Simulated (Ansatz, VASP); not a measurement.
**AlN in VASP and in Ansatz**

```
Al N
1.0
    -3.11369    0.00000    0.00000
     0.00000    5.39307    0.00000
     1.55685   -2.69654   -4.98342
Al N
4 4
Cartesian
  -1.5268 -0.8988 -4.9759
  0.0300 1.7977 -4.9759
  -0.0300 3.5954 -2.4842
  -1.5868 0.8988 -2.4842
  -1.5837 -0.8988 -3.0723
  -0.0268 1.7977 -3.0723
  0.0268 3.5954 -0.5806
  -1.5300 0.8988 -0.5806
```

Change from the starting cell: mode 4 (234.8 1/cm) frozen in, largest displacement +0.030 Å.

Alike in both runs: task single point; functional PBEsol; k mesh 8 × 8 × 8; occupations gaussian, width 0.05 eV; no spin polarisation.

```csv
,VASP,Ansatz
version,VASP 6.6.1,Ansatz 0.2.0
potentials or method,"VASP PAW PBE potentials, release 64 (Al, N), cutoff 600 eV","scalar-relativistic, plane waves, PAW"
valence electrons in the cell,32,32
```

```csv
,VASP,Ansatz,Ansatz less VASP
gap on the k mesh at the Fermi level (eV),4.10,4.08,-0.017
least direct gap on the mesh (eV),4.10,4.08,-0.017
pressure (GPa),-0.2,0.0,+0.15
"traceless stress, the component that is largest in VASP (GPa)",0.10,0.10,+0.001
rms of the force components (eV/Å),0.074,0.074,-0.0003
```

VASP's potentials were made for PBE, not for PBEsol. Atom by atom the forces differ by 0.000 eV/Å (rms over components). The functional is the same, so the differences come from potentials, cutoffs and numerics.
